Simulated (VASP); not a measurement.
# WS2 in VASP: a series of runs

Runs on WS2. Level: PBEsol. Tasks: single point.

Everything below comes from runs of VASP 6.6.1. Logs are shortened: lines on timing, memory, paths and dates and some standing lists are left out, and cuts for length are marked.

## Step 1: The cell of the first run

The cell holds a slab with vacuum, 6 atoms: a = 3.146 Å, b = 3.146 Å, c = 23.571 Å, α = 90.00°, β = 90.00°, γ = 120.00°.

## Step 2: Single point, PBEsol

INCAR

```
SYSTEM = WS2
PREC = Accurate
ENCUT = 520
EDIFF = 1E-6
ISMEAR = 0
SIGMA = 0.02
LREAL = .False.
LASPH = .True.
NELM = 60
ALGO = Normal
ISIF = 2
LWAVE = .False.
LCHARG = .False.
GGA = PS
NBANDS = 35
```

KPOINTS

```
Automatic mesh
0
Gamma
  12 12 2
  0 0 0
```

POSCAR

```
WS2
1.0
    3.1460650389      0.0000000000      0.0000000000
   -1.5730325194      2.7245722456      0.0000000000
    0.0000000000      0.0000000000     23.5709639087
W S
2 4
Direct
    0.3333333333      0.6666666667      0.6345659624
    0.6666666667      0.3333333333      0.3654340376
    0.3333333333      0.6666666667      0.2989660749
    0.6666666667      0.3333333333      0.5680485953
    0.3333333333      0.6666666667      0.4319514047
    0.6666666667      0.3333333333      0.7010339251
```

Potentials or basis: VASP PAW PBE potentials, release 64 (W_sv, S).

Launch:

```
$ cat potpaw_PBE.64/W_sv/POTCAR potpaw_PBE.64/S/POTCAR > POTCAR
$ mpirun -np 1 vasp_std > vasp.out
```

OUTCAR:

```text
SYSTEM = WS2
   PREC = Accurate
   ENCUT = 520
   EDIFF = 1E-6
   ISMEAR = 0
   LREAL = .False.
   LASPH = .True.
   NELM = 60
   ISIF = 2
   GGA = PS

 ion  position               nearest neighbor table
   1  0.333  0.667  0.635-   6 2.40   6 2.40   6 2.40   4 2.40   4 2.40   4 2.40
   2  0.667  0.333  0.365-   3 2.40   3 2.40   3 2.40   5 2.40   5 2.40   5 2.40
   3  0.333  0.667  0.299-   2 2.40   2 2.40   2 2.40
   4  0.667  0.333  0.568-   1 2.40   1 2.40   1 2.40
   5  0.333  0.667  0.432-   2 2.40   2 2.40   2 2.40
   6  0.667  0.333  0.701-   1 2.40   1 2.40   1 2.40

  LATTYP: Found a hexagonal cell.
 ALAT       =     3.1460650389
 C/A-ratio  =     7.4922049027

  Lattice vectors:

 A1 = (   3.1460650389,   0.0000000000,   0.0000000000)
 A2 = (  -1.5730325194,   2.7245722456,   0.0000000000)
 A3 = (   0.0000000000,   0.0000000000,  23.5709639087)

Analysis of symmetry for initial positions (statically):
=====================================================================
 Subroutine PRICEL returns:
 Original cell was already a primitive cell.

 Routine SETGRP: Setting up the symmetry group for a
 hexagonal supercell.

 Subroutine GETGRP returns: Found 12 space group operations
 (whereof 12 operations were pure point group operations)
 out of a pool of 24 trial point group operations.

The static configuration has the point symmetry D_3d.

Analysis of symmetry for dynamics (positions and initial velocities):
=====================================================================
 Subroutine PRICEL returns:
 Original cell was already a primitive cell.

 Routine SETGRP: Setting up the symmetry group for a
 hexagonal supercell.

 Subroutine GETGRP returns: Found 12 space group operations
 (whereof 12 operations were pure point group operations)
 out of a pool of 24 trial point group operations.

The dynamic configuration has the point symmetry D_3d.

 Subroutine INISYM returns: Found 12 space group operations
 (whereof 12 operations are pure point group operations),
 and found     1 'primitive' translations

----------------------------------------------------------------------------------------

                                     Primitive cell

  volume of cell :     202.0428

  direct lattice vectors                    reciprocal lattice vectors
     3.146065039  0.000000000  0.000000000     0.317857383  0.183515046  0.000000000
    -1.573032519  2.724572246  0.000000000     0.000000000  0.367030091  0.000000000
     0.000000000  0.000000000 23.570963909     0.000000000  0.000000000  0.042425079

  length of vectors
     3.146065039  3.146065039 23.570963909     0.367030091  0.367030091  0.042425079

  position of ions in fractional coordinates (direct lattice)
     0.333333333  0.666666667  0.634565962
     0.666666667  0.333333333  0.365434038
     0.333333333  0.666666667  0.298966075
     0.666666667  0.333333333  0.568048595
     0.333333333  0.666666667  0.431951405
     0.666666667  0.333333333  0.701033925

  ion indices of the primitive-cell ions
   primitive index   ion index
                 1           1
                 2           2
                 3           3
                 4           4
                 5           5
                 6           6

----------------------------------------------------------------------------------------

 KPOINTS: Automatic mesh

Automatic generation of k-mesh.
 Grid dimensions read from file:
 generate k-points for:   12   12    2

 Generating k-lattice:

  Cartesian coordinates                     Fractional coordinates (reciprocal lattice)
     0.026488115  0.015292920  0.000000000     0.083333333  0.000000000  0.000000000
     0.000000000  0.030585841  0.000000000     0.000000000  0.083333333  0.000000000
     0.000000000  0.000000000  0.021212539     0.000000000  0.000000000  0.500000000

  Length of vectors
     0.030585841  0.030585841  0.021212539

  Shift w.r.t. Gamma in fractional coordinates (k-lattice)
     0.000000000  0.000000000  0.000000000

 Subroutine IBZKPT returns following result:
 ===========================================

 Found     38 irreducible k-points:

 Following reciprocal coordinates:
            Coordinates               Weight
  0.000000  0.000000  0.000000      1.000000
  0.083333 -0.000000  0.000000      6.000000
  0.166667 -0.000000  0.000000      6.000000
  0.250000 -0.000000  0.000000      6.000000
  0.333333 -0.000000  0.000000      6.000000
  0.416667 -0.000000  0.000000      6.000000
[... 16 lines left out ...]
  0.250000 -0.000000  0.500000      6.000000
  0.333333 -0.000000  0.500000      6.000000
 [... further k-points ...]
   k-points           NKPTS =     38   k-points in BZ     NKDIM =     38   number of bands    NBANDS=     35
   number of dos      NEDOS =    301   number of ions     NIONS =      6
   total plane-waves  NPLWV = 103680
   dimension x,y,z NGX =    24 NGY =   24 NGZ =  180
   dimension x,y,z NGXF=    48 NGYF=   48 NGZF=  360
   ions per type =               2   4
   NGX,Y,Z   is equivalent  to a cutoff of  12.68, 12.68, 12.70 a.u.
   NGXF,Y,Z  is equivalent  to a cutoff of  25.36, 25.36, 25.39 a.u.
 SYSTEM =  WS2
   PREC   = accura    normal or accurate (medium, high low for compatibility)
   ISTART =      0    job   : 0-new  1-cont  2-samecut
   ICHARG =      2    charge: 1-file 2-atom 10-const
   ISPIN  =      1    spin polarized calculation?
   LNONCOLLINEAR =      F non collinear calculations
   LSORBIT =      F    spin-orbit coupling
   LASPH  =      T    aspherical Exc in radial PAW
   ENCUT  =  520.0 eV  38.22 Ry    6.18 a.u.   5.85  5.85 43.83*2*pi/ulx,y,z
   NELM   =     60;   NELMIN=  2; NELMDL= -5     # of ELM steps
   EDIFF  = 0.1E-05   stopping-criterion for ELM
   LREAL  =      F    real-space projection
   EDIFFG = 0.1E-04   stopping-criterion for IOM
   NSW    =      0    number of steps for IOM
   IBRION =     -1    ionic relax: 0-MD 1-quasi-New 2-CG
   NFREE  =      0    steps in history (QN), initial steepest desc. (CG)
   ISIF   =      2    stress and relaxation
   ISYM   =      2    0-nonsym 1-usesym 2-fastsym
   POTIM  = 0.5000    time-step for ionic-motion
   TEBEG  =    0.0;   TEEND  =   0.0 temperature during run
   PSTRESS=    0.0 pullay stress
   NELECT =      52.0000    total number of electrons
   NUPDOWN=      -1.0000    fix difference up-down
   EMIN   =  10.00;   EMAX   =-10.00  energy-range for DOS
   EFERMI =   0.00;   METHOD = LEGACY
   ISMEAR =     0;   SIGMA  =   0.02  broadening in eV -4-tet -1-fermi 0-gaus
   EFERMI_NEDOS =   21; number of points for ismear=-14 and -15
   IALGO  =     38    algorithm
   IMIX   =      4    mixing-type and parameters
     AMIX     =   0.40;   BMIX     =  1.00
     AMIX_MAG =   1.60;   BMIX_MAG =  1.00
  volume/ion in A,a.u.               =      33.67       227.24
  Fermi-wavevector in a.u.,A,eV,Ry     =   1.041345  1.967858 14.754162  1.084400
  Thomas-Fermi vector in A             =   2.175962
   LORBIT       =      0    0 simple, 1 ext, 2 COOP (PROOUT), +10 PAW based schemes
   GGA     = PS    functional components
   LHFCALC =     F    Hartree Fock is set to
   AEXX    =    0.0000 exact exchange contribution
   IVDW    =     0    specifies the selected vdW correction
   LEPSILON=     F    determine dielectric tensor
   LRPA    =     F    only Hartree local field effects (RPA)
 non-spin polarized calculation
 Gauss-broadening in eV      SIGMA  =   0.02
  energy-cutoff  :      520.00
  volume of cell :      202.04
 maximum number of plane-waves:      5476
 NGX is ok and might be reduce to    24
   NGX = 11   NGY = 11   NGZ = 87

 number of electron      51.9999988 magnetization

 Free energy of the ion-electron system (eV)
  ---------------------------------------------------
  ext. energy  EPLUGINS =         0.00000000
  ---------------------------------------------------
  free energy    TOTEN  =       -50.52451209 eV

  energy without entropy =      -50.52451209  energy(sigma->0) =      -50.52451209

 E-fermi :   1.2494     XC(G=0):  -6.2597

 val. band max:        1.1273350362   @ k =   0.0000   0.0000   0.5000
 cond. band min:       2.6652500091   @ k =   0.1667   0.1667   0.0000
 fundamental gap:      1.5379149729
 Fermi energy:         1.2493757302

 k-point     1 :       0.0000    0.0000    0.0000
  band No.  band energies     occupation
      1     -73.0594      2.00000
      2     -73.0593      2.00000
      3     -37.3375      2.00000
      4     -37.3374      2.00000
      5     -37.1432      2.00000
      6     -37.1432      2.00000
[... 27 lines left out ...]
     34       4.0382      0.00000
     35       6.0008      0.00000

 k-point     2 :       0.0833   -0.0000    0.0000
  band No.  band energies     occupation
      1     -73.0580      2.00000
      2     -73.0580      2.00000
      3     -37.3327      2.00000
      4     -37.3327      2.00000
      5     -37.1694      2.00000
      6     -37.1694      2.00000
[... 27 lines left out ...]
     34       4.0673      0.00000
     35       6.2460      0.00000

 k-point     3 :       0.1667   -0.0000    0.0000
  band No.  band energies     occupation
      1     -73.0543      2.00000
      2     -73.0543      2.00000
      3     -37.3198      2.00000
      4     -37.3198      2.00000
      5     -37.2402      2.00000
      6     -37.2402      2.00000
[... 27 lines left out ...]
     34       4.5902      0.00000
     35       6.6924      0.00000
[... 723 lines left out ...]
 k-point    23 :       0.2500   -0.0000    0.5000
  band No.  band energies     occupation
      1     -73.0494      2.00000
      2     -73.0494      2.00000
      3     -37.3355      2.00000
      4     -37.3355      2.00000
      5     -37.3021      2.00000
      6     -37.3021      2.00000
[... 27 lines left out ...]
     34       5.1308      0.00000
     35       7.3021      0.00000

 k-point    24 :       0.3333   -0.0000    0.5000
  band No.  band energies     occupation
      1     -73.0444      2.00000
      2     -73.0444      2.00000
      3     -37.4294      2.00000
      4     -37.4294      2.00000
      5     -37.2843      2.00000
      6     -37.2843      2.00000
[... 27 lines left out ...]
     34       5.5201      0.00000
     35       7.4092      0.00000

 [... further k-points ...]
[... 5 lines left out ...]
  --------------------------------------------------------------------------------------
  -------------------------------------------------------------------------------------
  Total        0.0620960      0.0620960      0.0718899      0.0000000      0.0000000     -0.0000000
  in kB        0.4924147      0.4924147      0.5700787      0.0000000      0.0000000     -0.0000000
  external PRESSURE =       0.5183027 kB  Pullay stress =       0.0000000 kB

 VOLUME and BASIS-vectors are now :
 -----------------------------------------------------------------------------
  energy-cutoff  :      520.00
  volume of cell :      202.04
      direct lattice vectors                 reciprocal lattice vectors
     3.146065039  0.000000000  0.000000000     0.317857383  0.183515046  0.000000000
    -1.573032519  2.724572246  0.000000000     0.000000000  0.367030091  0.000000000
     0.000000000  0.000000000 23.570963909     0.000000000  0.000000000  0.042425079

 POSITION                                       TOTAL-FORCE (eV/Angst)
 -----------------------------------------------------------------------------------
     -0.00000      1.81638     14.95733        -0.000000      0.000000      0.001207
      1.57303      0.90819      8.61363         0.000000     -0.000000     -0.001207
     -0.00000      1.81638      7.04692        -0.000000      0.000000     -0.019028
      1.57303      0.90819     13.38945        -0.000000      0.000000     -0.018707
     -0.00000      1.81638     10.18151         0.000000     -0.000000      0.018707
      1.57303      0.90819     16.52405         0.000000      0.000000      0.019028
 -----------------------------------------------------------------------------------
    total drift:                                0.000000     -0.000000      0.000000

  FREE ENERGIE OF THE ION-ELECTRON SYSTEM (eV)
  ---------------------------------------------------
  free  energy   TOTEN  =       -50.5245120927 eV

  energy  without entropy=      -50.5245120927  energy(sigma->0) =      -50.52451209
```

It took 4.9 min on 1 thread of Intel Xeon Platinum 8259CL at 2.50GHz (Skylake/Cascade Lake), shared host; peak memory 0.43 GiB.

What came out:

```yaml
Free_energy: -50.5245 eV
Largest_force: 0.019 eV/Å
Band_gap_on_the_k_mesh: 1.54 eV (least direct gap 1.91 eV)
```

Forces on the atoms (eV/Å):
```
W    0.000  0.000  0.001
W    0.000  0.000 -0.001
S    0.000  0.000 -0.019
S    0.000  0.000 -0.019
S    0.000  0.000  0.019
S    0.000  0.000  0.019
```

Levels at points of the mesh, in eV from the valence-band top:
```
           k point  band 24  band 25  band 26  band 27  band 28  band 29
(0.00, 0.00, 0.00)    -1.84    -0.61     0.00     2.70     2.70     2.71
(0.50, 0.00, 0.00)    -1.44    -1.29    -1.23     2.72     2.73     3.07
(0.00, 0.00, 0.50)    -1.84    -0.61     0.00     2.70     2.70     2.71
(0.50, 0.00, 0.50)    -1.44    -1.29    -1.23     2.72     2.73     3.07
```

Caveat: there is no dipole correction, which matters where the two faces differ; the PAW data sets were made with another functional, which shifts forces and pressure a little; spin-orbit coupling is left out, which moves the levels of the heavy elements.

## Step 3: Single point, PBEsol

INCAR

```
  ALGO = Normal
  EDIFF = 1E-6
  ENCUT = 520
  GGA = PS
  ISIF = 2
  ISMEAR = 0
  LASPH = True
  LCHARG = False
  LREAL = False
  LWAVE = False
  NBANDS = 35
  NELM = 60
  PREC = Accurate
  SIGMA = 0.05
```

KPOINTS

```
k-points
0
Gamma
  12 12 2
```

POSCAR is that of step 2.

Potentials or basis: VASP PAW PBE potentials, release 64 (W_sv, S).

Launch:

```
$ cat potpaw_PBE.64/W_sv/POTCAR potpaw_PBE.64/S/POTCAR > POTCAR
$ mpirun -np 1 vasp_std > vasp.out
```

It took 4.8 min on 1 thread of Intel Xeon Platinum 8259CL at 2.50GHz (Skylake/Cascade Lake), shared host; peak memory 0.43 GiB.

The run converged. Its results:

| Quantity | Value |
| --- | --- |
| Free energy | -50.5245 eV |
| Largest force | 0.019 eV/Å |
| Band gap on the k mesh | 1.54 eV (least direct gap 1.91 eV) |

Forces on the atoms (eV/Å):
```
W    0.000  0.000  0.001
W    0.000  0.000 -0.001
S    0.000  0.000 -0.019
S    0.000  0.000 -0.019
S    0.000  0.000  0.019
S    0.000  0.000  0.019
```

Levels at points of the mesh, in eV from the valence-band top:
```tsv
k point	band 23	band 24	band 25	band 26	band 27	band 28	band 29	band 30
(0.00, 0.00, 0.00)	-1.84	-1.84	-0.61	0.00	2.70	2.70	2.71	2.71
(0.50, 0.00, 0.00)	-1.51	-1.44	-1.29	-1.23	2.72	2.73	3.07	3.21
(0.00, 0.00, 0.50)	-1.84	-1.84	-0.61	0.00	2.70	2.70	2.71	2.71
(0.50, 0.00, 0.50)	-1.51	-1.44	-1.29	-1.23	2.72	2.73	3.07	3.21
```

Caveat: there is no dipole correction, which matters where the two faces differ; the PAW data sets were made with another functional, which shifts forces and pressure a little; spin-orbit coupling is left out, which moves the levels of the heavy elements.
